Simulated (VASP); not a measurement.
# Al12Pt in VASP: notebook, part 2 of 2

VASP 6.6.1. Earlier steps stand in the parts before.

**5. Single point, PBEsol**

The input, INCAR:

```
SYSTEM = Al12Pt
PREC = Accurate ; ENCUT = 520
EDIFF = 1E-7 ; ISMEAR = -1
SIGMA = 0.05 ; LREAL = .FALSE.
LASPH = .TRUE. ; NELM = 100
ALGO = Normal ; ISIF = 2
LWAVE = .FALSE. ; LCHARG = .FALSE.
GGA = PS ; NBANDS = 35
```

The input, KPOINTS:

```
regular mesh
0
G
  3 3 1
  0 0 0
```

The input, POSCAR:

```
Al12Pt
1.0
    5.7275650000      0.0000000000      0.0000000000
    2.8637820000      4.9602170000      0.0000000000
    0.0000000000      0.0000000000     16.6765370000
Al Pt
12 1
Direct
    0.1666666208      0.1666667003      0.0599644878
    0.6666667081      0.1666667003      0.0599644878
    0.1666666712      0.6666665995      0.0599644878
    0.6666667585      0.6666665995      0.0599644878
   -0.1542072428      0.3276171184      0.2030582848
    0.3420355092      0.3301397903      0.1941196185
   -0.1538672346      0.8273013056      0.2039189551
    0.3295733701      0.8366035196      0.1976154282
   -0.0222228527      0.0114142184      0.3470793727
    0.5097653785     -0.0332596336      0.3313372555
   -0.0072952385      0.5043805543      0.3455772622
    0.5104623862      0.5239950188      0.3300564740
    0.3991463379      0.3033123349      0.4260882220
```

Potentials or basis: VASP PAW PBE potentials, release 64 (Al, Pt).

Command:

```console
$ cat potpaw_PBE.64/Al/POTCAR potpaw_PBE.64/Pt/POTCAR > POTCAR
$ mpirun -np 1 vasp_std > vasp.out
```

OUTCAR:

```text
SYSTEM = Al12Pt
   PREC = Accurate
   ENCUT = 520
   EDIFF = 1E-7
   ISMEAR = -1
   LREAL = .FALSE.
   LASPH = .TRUE.
   NELM = 100
   ISIF = 2
   GGA = PS

 ion  position               nearest neighbor table
   1  0.167  0.167  0.060-   6 2.80   8 2.82   2 2.86   4 2.86   3 2.86   3 2.86   2 2.86   4 2.86
                             5 2.87
   2  0.667  0.167  0.060-   6 2.76   1 2.86   4 2.86   3 2.86   3 2.86   4 2.86   1 2.86   5 2.92
                             7 2.93
   3  0.167  0.667  0.060-   6 2.79   8 2.83   4 2.86   1 2.86   2 2.86   2 2.86   1 2.86   4 2.86
                             7 2.88
   4  0.667  0.667  0.060-   8 2.84   3 2.86   1 2.86   2 2.86   2 2.86   3 2.86   1 2.86   5 2.92
                             7 2.93
   5  0.846  0.328  0.203-  12 2.70   8 2.79   6 2.85   7 2.86   7 2.86   1 2.87  11 2.87   9 2.87
                             6 2.88   4 2.92   2 2.92   8 2.94
   6  0.342  0.330  0.194-   2 2.76   3 2.79   1 2.80   7 2.85   5 2.85   8 2.86   8 2.87   5 2.88
                             7 2.89  12 2.89  10 2.91  11 3.06
   7  0.846  0.827  0.204-  10 2.71   8 2.80   6 2.85  11 2.86   9 2.86   5 2.86   5 2.86   3 2.88
                             6 2.89   2 2.93   8 2.93   4 2.93
   8  0.330  0.837  0.198-  12 2.70  10 2.71   5 2.79   7 2.80   1 2.82   3 2.83   4 2.84   6 2.86
                             6 2.87   7 2.93   5 2.94   9 3.04
   9  0.978  0.011  0.347-  10 2.83  12 2.83   7 2.86  11 2.86  11 2.87   5 2.87  10 2.94  12 2.94
                             8 3.04  13 3.16
  10  0.510  0.967  0.331-  13 2.32  12 2.53   7 2.71   8 2.71  11 2.72   9 2.83   6 2.91   9 2.94
                            11 3.03  12 3.19
  11  0.993  0.504  0.346-  13 2.42  10 2.72  12 2.72   7 2.86   9 2.86   9 2.87   5 2.87  10 3.03
                            12 3.03   6 3.06
  12  0.510  0.524  0.330-  13 2.32  10 2.53   5 2.70   8 2.70  11 2.72   9 2.83   6 2.89   9 2.94
                            11 3.03  10 3.19
  13  0.399  0.303  0.426-  12 2.32  10 2.32  11 2.42   9 3.16

  LATTYP: Found a hexagonal cell.
 ALAT       =     5.7275649303
 C/A-ratio  =     2.9116277516

  Lattice vectors:

 A1 = (  -2.8637820000,  -4.9602170000,   0.0000000000)
 A2 = (   5.7275650000,   0.0000000000,   0.0000000000)
 A3 = (   0.0000000000,   0.0000000000,  16.6765370000)

Analysis of symmetry for initial positions (statically):
=====================================================================
 Subroutine PRICEL returns:
 Original cell was already a primitive cell.

 Routine SETGRP: Setting up the symmetry group for a
 hexagonal supercell.

 Subroutine GETGRP returns: Found  1 space group operations
 (whereof  1 operations were pure point group operations)
 out of a pool of 24 trial point group operations.

The static configuration has the point symmetry C_1 .

Analysis of symmetry for dynamics (positions and initial velocities):
=====================================================================
 Subroutine PRICEL returns:
 Original cell was already a primitive cell.

 Routine SETGRP: Setting up the symmetry group for a
 hexagonal supercell.

 Subroutine GETGRP returns: Found  1 space group operations
 (whereof  1 operations were pure point group operations)
 out of a pool of 24 trial point group operations.

[... 85 lines left out ...]
   number of dos      NEDOS =    301   number of ions     NIONS =     13
   total plane-waves  NPLWV = 290304
   dimension x,y,z NGX =    48 NGY =   48 NGZ =  126
   dimension x,y,z NGXF=    96 NGYF=   96 NGZF=  252
   ions per type =              12   1
   NGX,Y,Z   is equivalent  to a cutoff of  13.93, 13.93, 12.56 a.u.
   NGXF,Y,Z  is equivalent  to a cutoff of  27.86, 27.86, 25.12 a.u.
 SYSTEM =  Al12Pt
   PREC   = accura    normal or accurate (medium, high low for compatibility)
   ISTART =      0    job   : 0-new  1-cont  2-samecut
   ICHARG =      2    charge: 1-file 2-atom 10-const
   ISPIN  =      1    spin polarized calculation?
   LNONCOLLINEAR =      F non collinear calculations
   LSORBIT =      F    spin-orbit coupling
   LASPH  =      T    aspherical Exc in radial PAW
   ENCUT  =  520.0 eV  38.22 Ry    6.18 a.u.  10.65 10.65 31.01*2*pi/ulx,y,z
   NELM   =    100;   NELMIN=  2; NELMDL= -5     # of ELM steps
   EDIFF  = 0.1E-06   stopping-criterion for ELM
   LREAL  =      F    real-space projection
   EDIFFG = 0.1E-05   stopping-criterion for IOM
   NSW    =      0    number of steps for IOM
   IBRION =     -1    ionic relax: 0-MD 1-quasi-New 2-CG
   NFREE  =      0    steps in history (QN), initial steepest desc. (CG)
   ISIF   =      2    stress and relaxation
   ISYM   =      2    0-nonsym 1-usesym 2-fastsym
   POTIM  = 0.5000    time-step for ionic-motion
   TEBEG  =    0.0;   TEEND  =   0.0 temperature during run
   PSTRESS=    0.0 pullay stress
   NELECT =      46.0000    total number of electrons
   NUPDOWN=      -1.0000    fix difference up-down
   EMIN   =  10.00;   EMAX   =-10.00  energy-range for DOS
   EFERMI =   0.00;   METHOD = LEGACY
   ISMEAR =    -1;   SIGMA  =   0.05  broadening in eV -4-tet -1-fermi 0-gaus
   EFERMI_NEDOS =   21; number of points for ismear=-14 and -15
   IALGO  =     38    algorithm
   IMIX   =      4    mixing-type and parameters
     AMIX     =   0.40;   BMIX     =  1.00
     AMIX_MAG =   1.60;   BMIX_MAG =  1.00
  volume/ion in A,a.u.               =      36.44       245.94
  Fermi-wavevector in a.u.,A,eV,Ry     =   0.752434  1.421895  7.703039  0.566157
  Thomas-Fermi vector in A             =   1.849644
   LORBIT       =      0    0 simple, 1 ext, 2 COOP (PROOUT), +10 PAW based schemes
   GGA     = PS    functional components
   LHFCALC =     F    Hartree Fock is set to
   AEXX    =    0.0000 exact exchange contribution
   IVDW    =     0    specifies the selected vdW correction
   LEPSILON=     F    determine dielectric tensor
   LRPA    =     F    only Hartree local field effects (RPA)
 non-spin polarized calculation
  energy-cutoff  :      520.00
  volume of cell :      473.78
 maximum number of plane-waves:     12795
 NGX is ok and might be reduce to    42
   NGX = 21   NGY = 21   NGZ = 63

 number of electron      45.9999999 magnetization

 Free energy of the ion-electron system (eV)
  ---------------------------------------------------
  ext. energy  EPLUGINS =         0.00000000
  ---------------------------------------------------
  free energy    TOTEN  =       -53.01482631 eV

  energy without entropy =      -52.92135730  energy(sigma->0) =      -52.96809180

 E-fermi :   1.4113     XC(G=0):  -5.7735

 val. band max:        1.4008561800   @ k =   0.0000   0.0000   0.0000
 cond. band min:       1.4314842899   @ k =   0.3333   0.0000   0.0000
 fundamental gap:      0.0306281099
 Fermi energy:         1.4113395701

 k-point     1 :       0.0000    0.0000    0.0000
  band No.  band energies     occupation
      1      -9.1225      2.00000
      2      -7.5045      2.00000
      3      -5.0491      2.00000
      4      -3.6148      2.00000
      5      -3.5421      2.00000
      6      -3.4361      2.00000
[... 179 lines left out ...]
     34       4.8016      0.00000
     35       4.8380      0.00000

------------------------ aborting loop because EDIFF is reached ----------------------------------------

  FORCE on cell =-STRESS in cart. coord.  units (eV):
  Direction    XX          YY          ZZ          XY          YZ          ZX
  --------------------------------------------------------------------------------------
  -------------------------------------------------------------------------------------
  Total       -2.8347235     -1.5432392     -0.1509667      0.9562646      0.2068870     -0.4881658
  in kB       -9.5861607     -5.2187590     -0.5105228      3.2337920      0.6996279     -1.6508261
  external PRESSURE =      -5.1051475 kB  Pullay stress =       0.0000000 kB

 VOLUME and BASIS-vectors are now :
 -----------------------------------------------------------------------------
  energy-cutoff  :      520.00
  volume of cell :      473.78
      direct lattice vectors                 reciprocal lattice vectors
     5.727565000  0.000000000  0.000000000     0.174594265 -0.100802024  0.000000000
     2.863782000  4.960217000  0.000000000     0.000000000  0.201604083  0.000000000
     0.000000000  0.000000000 16.676537000     0.000000000  0.000000000  0.059964488

 POSITION                                       TOTAL-FORCE (eV/Angst)
 -----------------------------------------------------------------------------------
      1.43189      0.82670      1.00000         0.224308      0.170357     -0.025484
      4.29567      0.82670      1.00000        -0.196964      0.115148      0.045792
      2.86378      3.30681      1.00000        -0.034180     -0.274252     -0.020049
      5.72757      3.30681      1.00000         0.050729     -0.025950      0.054489
      5.78256      1.62505      3.38631        -0.000560     -0.000091     -0.012158
      2.90448      1.63757      3.23724         0.004489     -0.013681     -0.010386
      7.21549      4.10359      3.40066        -0.009824      0.010497     -0.026791
      4.28350      4.14974      3.29554         0.013769     -0.007968      0.001423
      5.63297      0.05662      5.78808         0.047437     -0.021350     -0.041376
      5.68825      4.79524      5.52556         0.039577     -0.002640      0.007440
      7.13022      2.50184      5.76303         0.001081     -0.007225     -0.005981
      4.42431      2.59913      5.50420         0.039123     -0.019001      0.017538
      3.15476      1.50449      7.10568        -0.178985      0.076156      0.015544
 -----------------------------------------------------------------------------------
    total drift:                               -0.000005     -0.000055     -0.000410

  FREE ENERGIE OF THE ION-ELECTRON SYSTEM (eV)
  ---------------------------------------------------
  free  energy   TOTEN  =       -53.0148263094 eV

  energy  without entropy=      -52.9213572976  energy(sigma->0) =      -52.96809180
```

Run time: 2.3 min. Hardware: 1 thread of AMD EPYC 9R45 (Zen 5), shared host; peak memory 0.59 GiB.

What came out:

| Item | Value |
| --- | --- |
| Free energy | -53.0148 eV |
| Largest force | 0.283 eV/Å |
| Band gap on the k mesh | zero (bands 23 and 24 overlap by 0.04 eV) |

Forces in eV/Å, atoms in the order of the input:
```
Al   0.224  0.170 -0.025
Al  -0.197  0.115  0.046
Al  -0.034 -0.274 -0.020
Al   0.051 -0.026  0.054
Al  -0.001  0.000 -0.012
Al   0.004 -0.014 -0.010
Al  -0.010  0.010 -0.027
Al   0.014 -0.008  0.001
Al   0.047 -0.021 -0.041
Al   0.040 -0.003  0.007
Al   0.001 -0.007 -0.006
Al   0.039 -0.019  0.018
Pt  -0.179  0.076  0.016
```

Caveat: the k points lie up to 0.42 Å⁻¹ apart; the PAW data sets were made with another functional, which shifts forces and pressure a little; spin-orbit coupling is left out, which moves the levels of the heavy elements.

**6. Single point, PBEsol**

The input, INCAR:

```
SYSTEM = Al12Pt
ALGO = Normal
EDIFF = 1E-6
ENCUT = 520
GGA = PS
ISIF = 2
ISMEAR = -1
LASPH = .True.
LCHARG = .True.
LELF = .True.
LREAL = .False.
LVHAR = .True.
LWAVE = .False.
NBANDS = 35
NELM = 100
PREC = Accurate
SIGMA = 0.05
```

The input, KPOINTS:

```
k-points
0
Gamma
  3 3 1
  0 0 0
```

The input, POSCAR:

```
Al12Pt
1.0
    5.7275650000      0.0000000000      0.0000000000
    2.8637820000      4.9602170000      0.0000000000
    0.0000000000      0.0000000000     16.6765370000
Al Pt
12 1
Direct
    0.1666666208      0.1666667003      0.0599644878
    0.6666667081      0.1666667003      0.0599644878
    0.1666666712      0.6666665995      0.0599644878
    0.6666667585      0.6666665995      0.0599644878
   -0.1526502786      0.3275816360      0.2053305192
    0.3406814290      0.3298337553      0.1939576544
   -0.1529263703      0.8252243803      0.2054398344
    0.3293726401      0.8353334138      0.1945611370
   -0.0358928174      0.0182393230      0.3533035066
    0.4831708621     -0.0253914294      0.3286251816
    0.0115746129      0.4947791599      0.3488592386
    0.4845814973      0.5420845499      0.3284857642
    0.5095901699      0.2457041698      0.4266741950
```

Potentials or basis: VASP PAW PBE potentials, release 64 (Al, Pt).

Command:

```console
$ cat potpaw_PBE.64/Al/POTCAR potpaw_PBE.64/Pt/POTCAR > POTCAR
$ mpirun -np 1 vasp_std > vasp.out
```

It took 2.1 min on 1 thread of AMD EPYC 9R45 (Zen 5), shared host; peak memory 0.59 GiB.

It converged, with:

* Free energy: -52.9377 eV
* Largest force: 0.288 eV/Å
* Band gap on the k mesh: zero (bands 23 and 24 overlap by 0.09 eV)

Forces on the atoms (eV/Å):
```
Al   0.164  0.216 -0.097
Al  -0.152  0.088  0.160
Al  -0.108 -0.248 -0.095
Al   0.096 -0.054  0.021
Al   0.000 -0.001 -0.003
Al   0.001 -0.003  0.003
Al  -0.001  0.002 -0.005
Al  -0.001  0.003  0.005
Al  -0.002 -0.001  0.000
Al   0.001  0.000 -0.002
Al   0.007 -0.006  0.005
Al   0.001  0.005 -0.001
Pt  -0.006  0.001  0.010
```

Levels at points of the mesh, in eV from the Fermi level:
| k point | band 19 | band 20 | band 21 | band 22 | band 23 | band 24 | band 25 | band 26 | band 27 | band 28 |
| --- | --- | --- | --- | --- | --- | --- | --- | --- | --- | --- |
| (0.00, 0.00, 0.00) | -2.12 | -2.05 | -1.81 | -0.73 | -0.34 | -0.04 | -0.02 | 0.07 | 0.22 | 0.39 |

Caveat: the k points lie up to 0.42 Å⁻¹ apart; the PAW data sets were made with another functional, which shifts forces and pressure a little; spin-orbit coupling is left out, which moves the levels of the heavy elements.

**7. Overview**

| cell | gap on the mesh (eV) | largest force (eV/Å) |
| --- | --- | --- |
| as given, atomic positions A | none | 0.23 |
| as given, atomic positions B | none | 0.31 |
| as given, atomic positions C | - | 0.28 |
| as given, atomic positions D | none | 0.28 |
| as given, atomic positions E | none | 0.29 |

Alike in all rows: task single point; level PBEsol; potentials or basis VASP PAW PBE potentials, release 64 (Al, Pt); no spin polarisation; k mesh 3 × 3 × 1; cutoff (eV) 520; smearing fermi-dirac 0.05 eV.

Caveats: all runs use coarse meshes; the PAW data sets were made with another functional, which shifts forces and pressure a little; spin-orbit coupling is left out, which moves the levels of the heavy elements.

Total energies depend on the potentials used, so only differences within one code and one set of settings carry meaning.
